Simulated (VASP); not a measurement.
# La3Hf (Pm-3m) in VASP: single point with PBEsol

Aim: the single point of La3Hf with PBEsol.

Program: VASP 6.6.1. These are calculated values, not measurements. Logs are shortened: lines on timing, memory, paths and dates and some standing lists are left out, and cuts for length are marked.

## Step 1: The cell of the first run

It takes space group Pm-3m (No. 221, cubic). The conventional cell has a = 5.045 Å, b = 5.045 Å, c = 5.045 Å, α = 90.00°, β = 90.00°, γ = 90.00°. La (site symmetry 4/mmm) has 8 La at 3.57 Å and 4 Hf at 3.57 Å within 4.7 Å. Hf (site symmetry m-3m) has 12 La at 3.57 Å within 4.7 Å.

## Step 2: Single point, PBEsol

INCAR

```
PREC     = Accurate       # precision mode
ENCUT    = 520            # plane-wave cutoff, eV
EDIFF    = 1E-7           # SCF threshold, eV
ISMEAR   = 1              # smearing method
SIGMA    = 0.1            # smearing width, eV
LREAL    = F              # projectors in reciprocal space
LASPH    = T              # aspherical terms in the spheres
NELM     = 60             # most SCF steps
ALGO     = Normal         # electronic algorithm
ISIF     = 2              # what is computed and relaxed
LWAVE    = F              # write WAVECAR
LCHARG   = F              # write CHGCAR
GGA      = PS             # functional
NBANDS   = 30             # bands
```

KPOINTS

```
regular mesh
0
Gamma
  4 4 4
```

POSCAR

```
La3Hf
1.0
    5.0451320000      0.0000000000      0.0000000000
    0.0000000000      5.0451320000      0.0000000000
    0.0000000000      0.0000000000      5.0451320000
La Hf
3 1
Direct
    0.0000000000      0.5000000000      0.5000000000
    0.5000000000      0.0000000000      0.5000000000
    0.5000000000      0.5000000000      0.0000000000
    0.0000000000      0.0000000000      0.0000000000
```

Potentials or basis: VASP PAW PBE potentials, release 64 (La, Hf_pv).

The run is started by

```
> cat potpaw_PBE.64/La/POTCAR potpaw_PBE.64/Hf_pv/POTCAR > POTCAR
> mpirun -np 1 vasp_std > vasp.out
```

OUTCAR:

```text
PREC = Accurate
   ENCUT = 520
   EDIFF = 1E-7
   ISMEAR = 1
   LREAL = F
   LASPH = T
   NELM = 60
   ISIF = 2
   GGA = PS

 ion  position               nearest neighbor table
   1  0.000  0.500  0.500-   2 3.57   3 3.57   4 3.57   3 3.57   4 3.57   2 3.57   4 3.57   4 3.57
                             2 3.57   3 3.57   3 3.57   2 3.57
   2  0.500  0.000  0.500-   1 3.57   3 3.57   4 3.57   3 3.57   4 3.57   1 3.57   3 3.57   3 3.57
                             1 3.57   4 3.57   4 3.57   1 3.57
   3  0.500  0.500  0.000-   1 3.57   2 3.57   4 3.57   1 3.57   2 3.57   2 3.57   4 3.57   2 3.57
                             1 3.57   4 3.57   1 3.57   4 3.57
   4  0.000  0.000  0.000-   1 3.57   2 3.57   3 3.57   1 3.57   2 3.57   1 3.57   3 3.57   1 3.57
                             2 3.57   3 3.57   2 3.57   3 3.57

  LATTYP: Found a simple cubic cell.
 ALAT       =     5.0451320000

  Lattice vectors:

 A1 = (   5.0451320000,   0.0000000000,   0.0000000000)
 A2 = (   0.0000000000,   5.0451320000,   0.0000000000)
 A3 = (   0.0000000000,   0.0000000000,   5.0451320000)

Analysis of symmetry for initial positions (statically):
=====================================================================
 Subroutine PRICEL returns:
 Original cell was already a primitive cell.

 Routine SETGRP: Setting up the symmetry group for a
 simple cubic supercell.

 Subroutine GETGRP returns: Found 48 space group operations
 (whereof 48 operations were pure point group operations)
 out of a pool of 48 trial point group operations.

The static configuration has the point symmetry O_h .

Analysis of symmetry for dynamics (positions and initial velocities):
=====================================================================
 Subroutine PRICEL returns:
 Original cell was already a primitive cell.

 Routine SETGRP: Setting up the symmetry group for a
 simple cubic supercell.

 Subroutine GETGRP returns: Found 48 space group operations
 (whereof 48 operations were pure point group operations)
 out of a pool of 48 trial point group operations.

The dynamic configuration has the point symmetry O_h .

 Subroutine INISYM returns: Found 48 space group operations
 (whereof 48 operations are pure point group operations),
 and found     1 'primitive' translations

----------------------------------------------------------------------------------------

                                     Primitive cell

  volume of cell :     128.4155

  direct lattice vectors                    reciprocal lattice vectors
     5.045132000  0.000000000  0.000000000     0.198210869  0.000000000  0.000000000
     0.000000000  5.045132000  0.000000000     0.000000000  0.198210869  0.000000000
     0.000000000  0.000000000  5.045132000     0.000000000  0.000000000  0.198210869

  length of vectors
     5.045132000  5.045132000  5.045132000     0.198210869  0.198210869  0.198210869

  position of ions in fractional coordinates (direct lattice)
     0.000000000  0.500000000  0.500000000
     0.500000000  0.000000000  0.500000000
     0.500000000  0.500000000  0.000000000
     0.000000000  0.000000000  0.000000000

  ion indices of the primitive-cell ions
   primitive index   ion index
                 1           1
                 2           2
                 3           3
                 4           4

----------------------------------------------------------------------------------------

 KPOINTS: regular mesh

Automatic generation of k-mesh.
 Grid dimensions read from file:
 generate k-points for:    4    4    4

 Generating k-lattice:

  Cartesian coordinates                     Fractional coordinates (reciprocal lattice)
     0.049552717  0.000000000  0.000000000     0.250000000  0.000000000  0.000000000
     0.000000000  0.049552717  0.000000000     0.000000000  0.250000000  0.000000000
     0.000000000  0.000000000  0.049552717     0.000000000  0.000000000  0.250000000

  Length of vectors
     0.049552717  0.049552717  0.049552717

  Shift w.r.t. Gamma in fractional coordinates (k-lattice)
     0.000000000  0.000000000  0.000000000

 Subroutine IBZKPT returns following result:
 ===========================================

 Found     10 irreducible k-points:

 Following reciprocal coordinates:
            Coordinates               Weight
  0.000000  0.000000  0.000000      1.000000
  0.250000  0.000000  0.000000      6.000000
  0.500000  0.000000  0.000000      3.000000
  0.250000  0.250000  0.000000     12.000000
  0.500000  0.250000  0.000000     12.000000
  0.500000  0.500000  0.000000      3.000000
  0.250000  0.250000  0.250000      8.000000
  0.500000  0.250000  0.250000     12.000000
  0.500000  0.500000  0.250000      6.000000
  0.500000  0.500000  0.500000      1.000000
   k-points           NKPTS =     10   k-points in BZ     NKDIM =     10   number of bands    NBANDS=     30
   number of dos      NEDOS =    301   number of ions     NIONS =      4
   total plane-waves  NPLWV =  64000
   dimension x,y,z NGX =    40 NGY =   40 NGZ =   40
   dimension x,y,z NGXF=    80 NGYF=   80 NGZF=   80
   ions per type =               3   1
   NGX,Y,Z   is equivalent  to a cutoff of  13.18, 13.18, 13.18 a.u.
   NGXF,Y,Z  is equivalent  to a cutoff of  26.36, 26.36, 26.36 a.u.
 SYSTEM =  unknown system
   PREC   = accura    normal or accurate (medium, high low for compatibility)
   ISTART =      0    job   : 0-new  1-cont  2-samecut
   ICHARG =      2    charge: 1-file 2-atom 10-const
   ISPIN  =      1    spin polarized calculation?
   LNONCOLLINEAR =      F non collinear calculations
   LSORBIT =      F    spin-orbit coupling
   LASPH  =      T    aspherical Exc in radial PAW
   ENCUT  =  520.0 eV  38.22 Ry    6.18 a.u.   9.38  9.38  9.38*2*pi/ulx,y,z
   NELM   =     60;   NELMIN=  2; NELMDL= -5     # of ELM steps
   EDIFF  = 0.1E-06   stopping-criterion for ELM
   LREAL  =      F    real-space projection
   EDIFFG = 0.1E-05   stopping-criterion for IOM
   NSW    =      0    number of steps for IOM
   IBRION =     -1    ionic relax: 0-MD 1-quasi-New 2-CG
   NFREE  =      0    steps in history (QN), initial steepest desc. (CG)
   ISIF   =      2    stress and relaxation
   ISYM   =      2    0-nonsym 1-usesym 2-fastsym
   POTIM  = 0.5000    time-step for ionic-motion
   TEBEG  =    0.0;   TEEND  =   0.0 temperature during run
   PSTRESS=    0.0 pullay stress
   NELECT =      43.0000    total number of electrons
   NUPDOWN=      -1.0000    fix difference up-down
   EMIN   =  10.00;   EMAX   =-10.00  energy-range for DOS
   EFERMI =   0.00;   METHOD = LEGACY
   ISMEAR =     1;   SIGMA  =   0.10  broadening in eV -4-tet -1-fermi 0-gaus
   EFERMI_NEDOS =   21; number of points for ismear=-14 and -15
   IALGO  =     38    algorithm
   IMIX   =      4    mixing-type and parameters
     AMIX     =   0.40;   BMIX     =  1.00
     AMIX_MAG =   1.60;   BMIX_MAG =  1.00
  volume/ion in A,a.u.               =      32.10       216.65
  Fermi-wavevector in a.u.,A,eV,Ry     =   1.136820  2.148279 17.583628  1.292360
  Thomas-Fermi vector in A             =   2.273525
   LORBIT       =      0    0 simple, 1 ext, 2 COOP (PROOUT), +10 PAW based schemes
   GGA     = PS    functional components
   LHFCALC =     F    Hartree Fock is set to
   AEXX    =    0.0000 exact exchange contribution
   IVDW    =     0    specifies the selected vdW correction
   LEPSILON=     F    determine dielectric tensor
   LRPA    =     F    only Hartree local field effects (RPA)
 non-spin polarized calculation
 Methfessel and Paxton  Order N= 1 SIGMA  =   0.10
  energy-cutoff  :      520.00
  volume of cell :      128.42
 maximum number of plane-waves:      3468
 NGX is ok and might be reduce to    40
   NGX = 19   NGY = 19   NGZ = 19

 number of electron      42.9999996 magnetization

 Free energy of the ion-electron system (eV)
  ---------------------------------------------------
  ext. energy  EPLUGINS =         0.00000000
  ---------------------------------------------------
  free energy    TOTEN  =       -25.75773901 eV

  energy without entropy =      -25.76070480  energy(sigma->0) =      -25.75872761

 E-fermi :   7.5696     XC(G=0): -10.1804

 val. band max:        7.5305061044   @ k =   0.5000   0.2500   0.2500
 cond. band min:       7.6290049413   @ k =   0.5000   0.0000   0.0000
 fundamental gap:      0.0984988368
 Fermi energy:         7.5695733329

 k-point     1 :       0.0000    0.0000    0.0000
  band No.  band energies     occupation
      1     -25.0299      2.00000
      2     -24.6854      2.00000
      3     -24.6854      2.00000
      4     -23.6260      2.00000
      5     -23.6260      2.00000
      6     -23.6260      2.00000
[... 22 lines left out ...]
     29       9.4380     -0.00000
     30       9.7057      0.00000

 k-point     2 :       0.2500    0.0000    0.0000
  band No.  band energies     occupation
      1     -24.9902      2.00000
      2     -24.7319      2.00000
      3     -24.6846      2.00000
      4     -23.6258      2.00000
      5     -23.6258      2.00000
      6     -23.6205      2.00000
[... 22 lines left out ...]
     29       9.4080     -0.00000
     30       9.7030      0.00000

 k-point     3 :       0.5000    0.0000    0.0000
  band No.  band energies     occupation
      1     -24.9265      2.00000
      2     -24.8023      2.00000
      3     -24.6838      2.00000
      4     -23.6256      2.00000
      5     -23.6256      2.00000
      6     -23.6153      2.00000
[... 22 lines left out ...]
     29       9.4731     -0.00000
     30       9.4874     -0.00000

 k-point     4 :       0.2500    0.2500    0.0000
  band No.  band energies     occupation
      1     -24.9531      2.00000
      2     -24.7463      2.00000
      3     -24.7102      2.00000
      4     -23.6256      2.00000
      5     -23.6232      2.00000
      6     -23.6206      2.00000
[... 154 lines left out ...]
     29       9.1519     -0.00000
     30       9.2896     -0.00000

 k-point     9 :       0.5000    0.5000    0.2500
  band No.  band energies     occupation
      1     -24.8017      2.00000
      2     -24.8017      2.00000
      3     -24.7995      2.00000
      4     -23.6265      2.00000
      5     -23.6244      2.00000
      6     -23.6244      2.00000
[... 22 lines left out ...]
     29       9.0657     -0.00000
     30       9.2462     -0.00000

 k-point    10 :       0.5000    0.5000    0.5000
  band No.  band energies     occupation
      1     -24.7980      2.00000
      2     -24.7980      2.00000
      3     -24.7980      2.00000
      4     -23.6279      2.00000
      5     -23.6279      2.00000
      6     -23.6279      2.00000
[... 22 lines left out ...]
     29       9.0653     -0.00000
     30       9.0653     -0.00000

------------------------ aborting loop because EDIFF is reached ----------------------------------------

  FORCE on cell =-STRESS in cart. coord.  units (eV):
  Direction    XX          YY          ZZ          XY          YZ          ZX
  --------------------------------------------------------------------------------------
  -------------------------------------------------------------------------------------
  Total       -2.2524666     -2.2524666     -2.2524666     -0.0000000      0.0000000     -0.0000000
  in kB      -28.1029136    -28.1029136    -28.1029136     -0.0000000      0.0000000     -0.0000000
  external PRESSURE =     -28.1029136 kB  Pullay stress =       0.0000000 kB

 VOLUME and BASIS-vectors are now :
 -----------------------------------------------------------------------------
  energy-cutoff  :      520.00
  volume of cell :      128.42
      direct lattice vectors                 reciprocal lattice vectors
     5.045132000  0.000000000  0.000000000     0.198210869  0.000000000  0.000000000
     0.000000000  5.045132000  0.000000000     0.000000000  0.198210869  0.000000000
     0.000000000  0.000000000  5.045132000     0.000000000  0.000000000  0.198210869

 POSITION                                       TOTAL-FORCE (eV/Angst)
 -----------------------------------------------------------------------------------
      0.00000      2.52257      2.52257         0.000000      0.000000      0.000000
      2.52257      0.00000      2.52257         0.000000      0.000000      0.000000
      2.52257      2.52257      0.00000         0.000000      0.000000      0.000000
      0.00000      0.00000      0.00000         0.000000      0.000000      0.000000
 -----------------------------------------------------------------------------------
    total drift:                                0.000000     -0.000000     -0.000000

  FREE ENERGIE OF THE ION-ELECTRON SYSTEM (eV)
  ---------------------------------------------------
  free  energy   TOTEN  =       -25.7577390140 eV

  energy  without entropy=      -25.7607048007  energy(sigma->0) =      -25.75872761
```

Wall time 67 s (1 thread of Intel Xeon Platinum 8259CL at 2.50GHz (Skylake/Cascade Lake), shared host); peak memory 0.26 GiB.

Results:

```yaml
Free_energy: -25.7577 eV
Pressure: -2.8 GPa
Band_gap_on_the_k_mesh: zero (an odd number of electrons rules out a gap without spin polarisation)
```

Caveat: the PAW data sets were made with another functional, which shifts forces and pressure a little; spin-orbit coupling is left out, which moves the levels of the heavy elements.
